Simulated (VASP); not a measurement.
MgO, 2 atoms in the cell. It takes space group I4/mmm (No. 139, tetragonal). Conventional cell: a = 3.054 Å, b = 3.054 Å, c = 4.109 Å, α = 90.00°, β = 90.00°, γ = 90.00°. Within 2.7 Å of Mg (site symmetry 4/mmm) lie 6 O at 2.05 to 2.16 Å. Within 2.7 Å of O (site symmetry 4/mmm) lie 6 Mg at 2.05 to 2.16 Å.  This cell differs from its parent crystal: strain +0.025 along x and y, -0.025 along z.

| Quantity | Value |
| --- | --- |
| Program | VASP 6.6.1 |
| Task | single point |
| Functional | PBEsol |
| Potentials or basis | VASP PAW PBE potentials, release 64 (Mg, O) |
| Cutoff | 520 eV |
| k mesh | 10 × 10 × 10 |
| Occupations | gaussian, width 0.05 eV |
| Spin | no spin polarisation |
| Dipole correction | no |
| Further INCAR settings | ALGO = Normal; EDIFF = 1e-07; NBANDS = 11 |

Potentials or basis: VASP PAW PBE potentials, release 64 (Mg, O).

Run with:

```console
$ cat potpaw_PBE.64/Mg/POTCAR potpaw_PBE.64/O/POTCAR > POTCAR
$ mpirun -np 1 vasp_std > vasp.out
```

Hardware: 1 thread of Intel Xeon 6975P-C, on a shared host.

Question: Estimate the wall time of this run.

Answer: It took 30 s on 1 thread of Intel Xeon 6975P-C (shared host), peak memory 0.15 GiB. Counts: scf iterations 13, k points 102.
